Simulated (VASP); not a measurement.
Set up this calculation in VASP 6.6.1, as the native input.

| Quantity | Value |
| --- | --- |
| Task | single point |
| Functional | PBE |
| Potentials or basis | VASP PAW PBE potentials, release 64 (Ge_d) |
| Cutoff | 520 eV |
| k mesh | 14 × 14 × 10 |
| Occupations | gaussian, width 0.1 eV |
| Spin | no spin polarisation |
| Dipole correction | no |
| Further INCAR settings | ALGO = Normal; EDIFF = 1e-06; NBANDS = 36 |

The structure of Ge lies in POSCAR:

```
Ge
1.0
    2.9145248999      2.9145248999      0.0000000000
   -2.9145248999      2.9145248999      0.0000000000
    0.0000000000      0.0000000000      5.5292464473
Ge
4
Direct
    0.5000000000      0.5000000000      0.5000000000
    0.5000000000      0.0000000000      0.2500000000
    0.0000000000      0.0000000000      0.0000000000
    0.0000000000      0.5000000000      0.7500000000
```

This cell differs from its parent crystal: uniaxial strain along c: -4.0 %, then relaxed in part.

These files were run (other wordings do the same):

INCAR

```
ALGO = Normal ; EDIFF = 1E-6
ENCUT = 520 ; GGA = PE
ISIF = 2 ; ISMEAR = 0
LASPH = True ; LCHARG = False
LREAL = False ; LWAVE = False
NBANDS = 36 ; NELM = 100
PREC = Accurate ; SIGMA = 0.1
```

KPOINTS

```
k-points
0
Gamma
  14 14 10
```

Potentials or basis: VASP PAW PBE potentials, release 64 (Ge_d).

The run is started by

```console
$ cat potpaw_PBE.64/Ge_d/POTCAR > POTCAR
$ mpirun -np 1 vasp_std > vasp.out
```

Results of the run:

| Property | Result |
| --- | --- |
| Pressure | 1.0 GPa |
| Band gap on the k mesh | zero (band 28 reaches 4.68 eV, above the bottom of band 29 at 4.67 eV) |

Caveat: the cell differs from its parent crystal (uniaxial strain along c: -4.0 %, then relaxed in part).

Run time: 17 min on 1 thread of Oxide Virtual Turin-like Processor, on a shared host, peak memory 0.53 GiB.
